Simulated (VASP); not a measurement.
# Ti (Im-3m) in VASP: notebook

Runs on Ti. Level: PBE. Tasks: relaxation of cell and atoms.

All numbers are computed with VASP 6.6.1; they aren't measurements. Logs are shortened: lines on timing, memory, paths and dates and some standing lists are left out, and cuts for length are marked.

### Step 1. The cell of the first run

Symmetry: Im-3m, No. 229, cubic system. Conventional cell: a = 3.265 Å, b = 3.265 Å, c = 3.265 Å, α = 90.00°, β = 90.00°, γ = 90.00°. Within 3.7 Å of Ti (site symmetry m-3m) lie 14 Ti at 2.83 to 3.26 Å.

This isn't the form of Ti at room conditions, which is hcp.

### Step 2. Relaxation of cell and atoms, PBE, target pressure -0.91 GPa, at which the enthalpy is minimised

Contents of INCAR:

```
SYSTEM = Ti
PREC = Accurate ; ENCUT = 600
EDIFF = 1E-7 ; ISMEAR = -1
SIGMA = 0.05 ; LREAL = .False.
LASPH = .True. ; NELM = 100
ALGO = Normal ; ISIF = 3
LWAVE = .False. ; LCHARG = .False.
GGA = PE ; IBRION = 2
NSW = 32 ; EDIFFG = -0.005
PSTRESS = -9.1
```

Contents of KPOINTS:

```
regular mesh
0
Gamma
  16 16 16
  0 0 0
```

Contents of POSCAR:

```
Ti
1.0
   -1.6323140561      1.6323140561      1.6323140561
    1.6323140561     -1.6323140561      1.6323140561
    1.6323140561      1.6323140561     -1.6323140561
Ti
1
Direct
    0.0000000000      0.0000000000      0.0000000000
```

Potentials or basis: VASP PAW PBE potentials, release 64 (Ti_sv).

Started as:

```console
> cat potpaw_PBE.64/Ti_sv/POTCAR > POTCAR
> mpirun -np 1 vasp_std > vasp.out
```

OUTCAR:

```text
SYSTEM = Ti
   PREC = Accurate
   ENCUT = 600
   EDIFF = 1E-7
   ISMEAR = -1
   LREAL = .False.
   LASPH = .True.
   NELM = 100
   ISIF = 3
   GGA = PE
   IBRION = 2
   NSW = 32
   EDIFFG = -0.005
   PSTRESS = -9.1

 ion  position               nearest neighbor table
   1  0.000  0.000  0.000-

  LATTYP: Found a body centered cubic cell.
 ALAT       =     3.2646281122

  Lattice vectors:

 A1 = (  -1.6323140561,   1.6323140561,   1.6323140561)
 A2 = (   1.6323140561,  -1.6323140561,   1.6323140561)
 A3 = (   1.6323140561,   1.6323140561,  -1.6323140561)

Analysis of symmetry for initial positions (statically):
=====================================================================
 Subroutine PRICEL returns:
 Original cell was already a primitive cell.

 Routine SETGRP: Setting up the symmetry group for a
 body centered cubic supercell.

 Subroutine GETGRP returns: Found 48 space group operations
 (whereof 48 operations were pure point group operations)
 out of a pool of 48 trial point group operations.

The static configuration has the point symmetry O_h .

Analysis of symmetry for dynamics (positions and initial velocities):
=====================================================================
 Subroutine PRICEL returns:
 Original cell was already a primitive cell.

 Routine SETGRP: Setting up the symmetry group for a
 body centered cubic supercell.

 Subroutine GETGRP returns: Found 48 space group operations
 (whereof 48 operations were pure point group operations)
 out of a pool of 48 trial point group operations.

The dynamic configuration has the point symmetry O_h .

 Subroutine INISYM returns: Found 48 space group operations
 (whereof 48 operations are pure point group operations),
 and found     1 'primitive' translations

----------------------------------------------------------------------------------------

                                     Primitive cell

  volume of cell :      17.3969

  direct lattice vectors                    reciprocal lattice vectors
    -1.632314056  1.632314056  1.632314056     0.000000000  0.306313603  0.306313603
     1.632314056 -1.632314056  1.632314056     0.306313603  0.000000000  0.306313603
     1.632314056  1.632314056 -1.632314056     0.306313603  0.306313603  0.000000000

  length of vectors
     2.827250879  2.827250879  2.827250879     0.433192852  0.433192852  0.433192852

  position of ions in fractional coordinates (direct lattice)
     0.000000000  0.000000000  0.000000000

  ion indices of the primitive-cell ions
   primitive index   ion index
                 1           1

----------------------------------------------------------------------------------------

 KPOINTS: regular mesh

Automatic generation of k-mesh.
 Grid dimensions read from file:
 generate k-points for:   16   16   16

 Generating k-lattice:

  Cartesian coordinates                     Fractional coordinates (reciprocal lattice)
     0.000000000  0.019144600  0.019144600     0.062500000  0.000000000  0.000000000
     0.019144600  0.000000000  0.019144600     0.000000000  0.062500000  0.000000000
     0.019144600  0.019144600  0.000000000     0.000000000  0.000000000  0.062500000

  Length of vectors
     0.027074553  0.027074553  0.027074553

  Shift w.r.t. Gamma in fractional coordinates (k-lattice)
     0.000000000  0.000000000  0.000000000

 Subroutine IBZKPT returns following result:
 ===========================================

 Found    145 irreducible k-points:

 Following reciprocal coordinates:
            Coordinates               Weight
  0.000000  0.000000  0.000000      1.000000
  0.062500  0.000000  0.000000     12.000000
  0.125000  0.000000  0.000000     12.000000
  0.187500  0.000000  0.000000     12.000000
  0.250000  0.000000  0.000000     12.000000
  0.312500  0.000000  0.000000     12.000000
[... 16 lines left out ...]
  0.187500  0.187500  0.000000     24.000000
  0.250000  0.187500 -0.000000     48.000000
 [... further k-points ...]
   k-points           NKPTS =    145   k-points in BZ     NKDIM =    145   number of bands    NBANDS=     10
   number of dos      NEDOS =    301   number of ions     NIONS =      1
   total plane-waves  NPLWV =  13824
   dimension x,y,z NGX =    24 NGY =   24 NGZ =   24
   dimension x,y,z NGXF=    48 NGYF=   48 NGZF=   48
   ions per type =               1
   NGX,Y,Z   is equivalent  to a cutoff of  14.11, 14.11, 14.11 a.u.
   NGXF,Y,Z  is equivalent  to a cutoff of  28.22, 28.22, 28.22 a.u.
 SYSTEM =  Ti
   PREC   = accura    normal or accurate (medium, high low for compatibility)
   ISTART =      0    job   : 0-new  1-cont  2-samecut
   ICHARG =      2    charge: 1-file 2-atom 10-const
   ISPIN  =      1    spin polarized calculation?
   LNONCOLLINEAR =      F non collinear calculations
   LSORBIT =      F    spin-orbit coupling
   LASPH  =      T    aspherical Exc in radial PAW
   ENCUT  =  600.0 eV  44.10 Ry    6.64 a.u.   5.65  5.65  5.65*2*pi/ulx,y,z
   NELM   =    100;   NELMIN=  2; NELMDL= -5     # of ELM steps
   EDIFF  = 0.1E-06   stopping-criterion for ELM
   LREAL  =      F    real-space projection
   EDIFFG = -.5E-02   stopping-criterion for IOM
   NSW    =     32    number of steps for IOM
   IBRION =      2    ionic relax: 0-MD 1-quasi-New 2-CG
   NFREE  =      1    steps in history (QN), initial steepest desc. (CG)
   ISIF   =      3    stress and relaxation
   ISYM   =      2    0-nonsym 1-usesym 2-fastsym
   POTIM  = 0.5000    time-step for ionic-motion
   TEBEG  =    0.0;   TEEND  =   0.0 temperature during run
   PSTRESS=   -9.1 pullay stress
   NELECT =      12.0000    total number of electrons
   NUPDOWN=      -1.0000    fix difference up-down
   EMIN   =  10.00;   EMAX   =-10.00  energy-range for DOS
   EFERMI =   0.00;   METHOD = LEGACY
   ISMEAR =    -1;   SIGMA  =   0.05  broadening in eV -4-tet -1-fermi 0-gaus
   EFERMI_NEDOS =   21; number of points for ismear=-14 and -15
   IALGO  =     38    algorithm
   IMIX   =      4    mixing-type and parameters
     AMIX     =   0.40;   BMIX     =  1.00
     AMIX_MAG =   1.60;   BMIX_MAG =  1.00
  volume/ion in A,a.u.               =      17.40       117.40
  Fermi-wavevector in a.u.,A,eV,Ry     =   1.446477  2.733445 28.467411  2.092296
  Thomas-Fermi vector in A             =   2.564541
   LORBIT       =      0    0 simple, 1 ext, 2 COOP (PROOUT), +10 PAW based schemes
   GGA     = PE    functional components
   LHFCALC =     F    Hartree Fock is set to
   AEXX    =    0.0000 exact exchange contribution
   IVDW    =     0    specifies the selected vdW correction
   LEPSILON=     F    determine dielectric tensor
   LRPA    =     F    only Hartree local field effects (RPA)
 conjugate gradient relaxation of ions
 non-spin polarized calculation
  energy-cutoff  :      600.00
  volume of cell :       17.40
 maximum number of plane-waves:       603
   NGX = 11   NGY = 11   NGZ = 11

--------------------------------------- Ionic step        1  -------------------------------------------

 number of electron      11.9999998 magnetization

 Free energy of the ion-electron system (eV)
  ---------------------------------------------------
  ext. energy  EPLUGINS =         0.00000000
  ---------------------------------------------------
  free energy    TOTEN  =        -7.73365536 eV

  energy without entropy =       -7.71541368  energy(sigma->0) =       -7.72453452

------------------------ aborting loop because EDIFF is reached ----------------------------------------

  FORCE on cell =-STRESS in cart. coord.  units (eV):
  Direction    XX          YY          ZZ          XY          YZ          ZX
  --------------------------------------------------------------------------------------
  -------------------------------------------------------------------------------------
  Total       -0.1268622     -0.1268622     -0.1268622      0.0000000      0.0000000      0.0000000
  in kB      -11.6834639    -11.6834639    -11.6834639      0.0000000      0.0000000      0.0000000
  external PRESSURE =      -2.5834639 kB  Pullay stress =      -9.1000000 kB
[... 59 lines left out ...]
  enthalpy is  TOTEN    =        -7.8324852683 eV   P V=       -0.0984096248

--------------------------------------- Ionic step        3  -------------------------------------------

 number of electron      11.9999998 magnetization

 Free energy of the ion-electron system (eV)
  ---------------------------------------------------
  ext. energy  EPLUGINS =         0.00000000
  ---------------------------------------------------
  free energy    TOTEN  =        -7.73393042 eV

  energy without entropy =       -7.71579203  energy(sigma->0) =       -7.72486122

 E-fermi :   8.0975     XC(G=0): -11.4970

 val. band max:        8.0861610379   @ k =   0.3125   0.0000   0.0000
 cond. band min:       8.1066425928   @ k =   0.3125   0.1250   0.1250
 fundamental gap:      0.0204815549
 Fermi energy:         8.0975282331

 k-point     1 :       0.0000    0.0000    0.0000
  band No.  band energies     occupation
      1     -48.4321      2.00000
      2     -24.2883      2.00000
      3     -24.2883      2.00000
      4     -24.2883      2.00000
      5       2.1396      2.00000
      6       9.0856      0.00000
      7       9.0856      0.00000
      8       9.0856      0.00000
      9      10.8443      0.00000
     10      10.8443      0.00000
[... 287 lines left out ...]
 k-point    24 :       0.2500    0.1875   -0.0000
  band No.  band energies     occupation
      1     -48.3157      2.00000
      2     -24.8138      2.00000
      3     -24.5016      2.00000
      4     -24.3447      2.00000
      5       5.7623      2.00000
      6       7.7357      1.99856
      7       8.1217      0.76322
      8      10.5375      0.00000
      9      11.2239      0.00000
     10      12.3042      0.00000

 [... further k-points ...]

------------------------ aborting loop because EDIFF is reached ----------------------------------------

  FORCE on cell =-STRESS in cart. coord.  units (eV):
  Direction    XX          YY          ZZ          XY          YZ          ZX
  --------------------------------------------------------------------------------------
  -------------------------------------------------------------------------------------
  Total       -0.0936884     -0.0936884     -0.0936884      0.0000000     -0.0000000     -0.0000000
  in kB       -8.6494246     -8.6494246     -8.6494246      0.0000000     -0.0000000     -0.0000000
  external PRESSURE =       0.4505754 kB  Pullay stress =      -9.1000000 kB
[... 16 lines left out ...]
  FREE ENERGIE OF THE ION-ELECTRON SYSTEM (eV)
  ---------------------------------------------------
  free  energy   TOTEN  =        -7.7339304159 eV

  energy  without entropy=       -7.7157920290  energy(sigma->0) =       -7.72486122

  enthalpy is  TOTEN    =        -7.8324993180 eV   P V=       -0.0985689021

 reached required accuracy - stopping structural energy minimisation
```

Wall time 81 s (1 thread of Intel Xeon 8259CL, shared host); peak memory 0.17 GiB.

What came out:

```yaml
Free_energy: -7.7339 eV
Relaxed_volume: 17.35 Å³/atom
Relaxed_cell: a = 2.825 Å, b = 2.825 Å, c = 2.825 Å, α = 109.47°, β = 109.47°, γ = 109.47°
Space_group_after_relaxing_to_0.1_Å: Im-3m (No. 229)
Energy_change_on_relaxing_the_run_minimises_the_enthalpy: -0.3 meV/atom
Ionic_steps: 3
Pressure_after_relaxing: -0.9 GPa
Band_gap_on_the_k_mesh: zero (bands 6 and 7 overlap by 1.62 eV)
```

The path:
```tsv
step	energy change (eV)	largest force (eV/Å)	pressure (GPa)	volume (Å³)
1	0.0000	0.0000	-1.17	17.40
2	-0.0004	0.0000	-0.75	17.33
3	-0.0003	0.0000	-0.86	17.35
```

Final structure:
```yaml
crystal:
  lattice:
    - [-1.63098, 1.63098, 1.63098]
    - [1.63098, -1.63098, 1.63098]
    - [1.63098, 1.63098, -1.63098]
  atoms:
    - { symbol: Ti, position: [0.00000, 0.00000, 0.00000] }
```

Levels at points of the mesh, in eV from the Fermi level:
```
           k point  band 3  band 4  band 5  band 6  band 7  band 8  band 9  band 10
(0.00, 0.00, 0.00)  -32.39  -32.39   -5.96    0.99    0.99    0.99    2.75     2.75
(0.50, 0.00, 0.00)  -32.60  -32.39   -2.45   -0.40    1.14    2.73    3.08     4.27
(0.50, 0.50, 0.50)  -32.85  -32.85   -2.11   -2.11    3.92    3.92    3.92     8.38
```

Caveat: the cell is relaxed towards a set pressure, so the run minimises the enthalpy, not the energy.

### Step 3. Relaxation of cell and atoms, PBE, target pressure -0.91 GPa, at which the enthalpy is minimised

This run uses another cell than the first one, of 17.54 Å³/atom.

Contents of INCAR:

```
  PREC = Accurate
  ENCUT = 600
  EDIFF = 1E-6
  ISMEAR = -1
  SIGMA = 0.05
  LREAL = F
  LASPH = T
  NELM = 60
  ALGO = Normal
  ISIF = 3
  LWAVE = F
  LCHARG = F
  GGA = PE
  IBRION = 2
  NSW = 60
  EDIFFG = -0.005
  PSTRESS = -9.1
```

Contents of KPOINTS:

```
Automatic mesh
0
Gamma
  16 16 16
```

Contents of POSCAR:

```
Ti
1.0
   -1.6368936819      1.6368936819      1.6368936819
    1.6368936819     -1.6368936819      1.6368936819
    1.6368936819      1.6368936819     -1.6368936819
Ti
1
Direct
    0.0000000000      0.0000000000      0.0000000000
```

Potentials or basis: VASP PAW PBE potentials, release 64 (Ti_sv).

Started as:

```console
> cat potpaw_PBE.64/Ti_sv/POTCAR > POTCAR
> mpirun -np 1 vasp_std > vasp.out
```

OUTCAR:

```text
PREC = Accurate
   ENCUT = 600
   EDIFF = 1E-6
   ISMEAR = -1
   LREAL = F
   LASPH = T
   NELM = 60
   ISIF = 3
   GGA = PE
   IBRION = 2
   NSW = 60
   EDIFFG = -0.005
   PSTRESS = -9.1

 ion  position               nearest neighbor table
   1  0.000  0.000  0.000-

  LATTYP: Found a body centered cubic cell.
 ALAT       =     3.2737873638

  Lattice vectors:

 A1 = (  -1.6368936819,   1.6368936819,   1.6368936819)
 A2 = (   1.6368936819,  -1.6368936819,   1.6368936819)
 A3 = (   1.6368936819,   1.6368936819,  -1.6368936819)

Analysis of symmetry for initial positions (statically):
=====================================================================
 Subroutine PRICEL returns:
 Original cell was already a primitive cell.

 Routine SETGRP: Setting up the symmetry group for a
 body centered cubic supercell.

 Subroutine GETGRP returns: Found 48 space group operations
 (whereof 48 operations were pure point group operations)
 out of a pool of 48 trial point group operations.

The static configuration has the point symmetry O_h .

Analysis of symmetry for dynamics (positions and initial velocities):
=====================================================================
[... 165 lines left out ...]
  in kB      -19.9269847    -19.9269847    -19.9269847     -0.0000000      0.0000000      0.0000000
  external PRESSURE =     -10.8269847 kB  Pullay stress =      -9.1000000 kB
[... 61 lines left out ...]
--------------------------------------- Ionic step        3  -------------------------------------------

 number of electron      11.9999998 magnetization

 Free energy of the ion-electron system (eV)
  ---------------------------------------------------
  ext. energy  EPLUGINS =         0.00000000
  ---------------------------------------------------
  free energy    TOTEN  =        -7.73399602 eV

  energy without entropy =       -7.71586007  energy(sigma->0) =       -7.72492805

 E-fermi :   8.0981     XC(G=0): -11.4973

 val. band max:        8.0866981732   @ k =   0.3125   0.0000   0.0000
 cond. band min:       8.1073117631   @ k =   0.3125   0.1250   0.1250
 fundamental gap:      0.0206135899
 Fermi energy:         8.0981138198

 k-point     1 :       0.0000    0.0000    0.0000
  band No.  band energies     occupation
      1     -48.4314      2.00000
      2     -24.2877      2.00000
      3     -24.2877      2.00000
      4     -24.2877      2.00000
      5       2.1405      2.00000
      6       9.0862      0.00000
      7       9.0862      0.00000
      8       9.0862      0.00000
      9      10.8450      0.00000
     10      10.8450      0.00000
[... 287 lines left out ...]
 k-point    24 :       0.2500    0.1875   -0.0000
  band No.  band energies     occupation
      1     -48.3150      2.00000
      2     -24.8132      2.00000
      3     -24.5009      2.00000
      4     -24.3440      2.00000
      5       5.7631      2.00000
      6       7.7363      1.99856
      7       8.1222      0.76331
      8      10.5382      0.00000
      9      11.2246      0.00000
     10      12.3051      0.00000

 [... further k-points ...]

------------------------ aborting loop because EDIFF is reached ----------------------------------------

  FORCE on cell =-STRESS in cart. coord.  units (eV):
  Direction    XX          YY          ZZ          XY          YZ          ZX
  --------------------------------------------------------------------------------------
  -------------------------------------------------------------------------------------
  Total       -0.0983937     -0.0983937     -0.0983937     -0.0000000     -0.0000000      0.0000000
  in kB       -9.0843237     -9.0843237     -9.0843237     -0.0000000     -0.0000000      0.0000000
  external PRESSURE =       0.0156763 kB  Pullay stress =      -9.1000000 kB
[... 20 lines left out ...]
  energy  without entropy=       -7.7158600736  energy(sigma->0) =       -7.72492805

  enthalpy is  TOTEN    =        -7.8325595482 eV   P V=       -0.0985635295

 reached required accuracy - stopping structural energy minimisation
```

OSZICAR:

```text
N       E                     dE             d eps       ncg     rms          rms(c)
DAV:   1     0.842364855818E+02    0.84236E+02   -0.74310E+03  2900   0.159E+03
DAV:   2    -0.415858890734E+01   -0.88395E+02   -0.87080E+02  2954   0.334E+02
DAV:   3    -0.864755220618E+01   -0.44890E+01   -0.44192E+01  4018   0.774E+01
[... 25 lines left out ...]
DAV:   4    -0.773384674927E+01   -0.16383E-03   -0.39083E-04  3818   0.110E-01    0.339E-02
DAV:   5    -0.773398906987E+01   -0.14232E-03   -0.31839E-04  4276   0.894E-02    0.212E-02
DAV:   6    -0.773399417323E+01   -0.51034E-05   -0.89504E-06  2976   0.324E-02    0.810E-03
DAV:   7    -0.773399598964E+01   -0.18164E-05   -0.33130E-06  3172   0.188E-02    0.605E-04
DAV:   8    -0.773399601868E+01   -0.29041E-07   -0.67593E-07  1908   0.568E-03
   3 F= -.78325595E+01 E0= -.78234916E+01  d E =-.651586E-03
```

CONTCAR:

```text
Ti
   1.00000000000000
    -1.6309543868489593    1.6309543868489593    1.6309543868489593
     1.6309543868489593   -1.6309543868489593    1.6309543868489593
     1.6309543868489593    1.6309543868489593   -1.6309543868489593
  Ti
     1
Direct
     0.0000000000000000    0.0000000000000000    0.0000000000000000

  0.00000000E+00  0.00000000E+00  0.00000000E+00
```

Wall time 61 s (1 thread of Intel Xeon 8259CL, shared host); peak memory 0.17 GiB.

What came out:

```
Free energy                                                : -7.7340 eV
Relaxed volume                                             : 17.35 Å³/atom
Relaxed cell                                               : a = 2.825 Å, b = 2.825 Å, c = 2.825 Å, α = 109.47°, β = 109.47°, γ = 109.47°
Space group after relaxing (to 0.1 Å)                      : Im-3m (No. 229)
Energy change on relaxing (the run minimises the enthalpy) : -1.7 meV/atom
Ionic steps                                                : 3
Pressure after relaxing                                    : -0.9 GPa
Band gap on the k mesh                                     : zero (bands 6 and 7 overlap by 1.62 eV)
```

Step by step:
```tsv
step	energy change (eV)	largest force (eV/Å)	pressure (GPa)	volume (Å³)
1	0.0000	0.0000	-1.99	17.54
2	-0.0021	0.0000	-0.26	17.24
3	-0.0017	0.0000	-0.91	17.35
```

Final structure:
```
Ti
1.0
    -1.63095    1.63095    1.63095
     1.63095   -1.63095    1.63095
     1.63095    1.63095   -1.63095
Ti
1
Direct
  0.00000 0.00000 0.00000
```

Caveat: the cell is relaxed towards a set pressure, so the run minimises the enthalpy, not the energy.
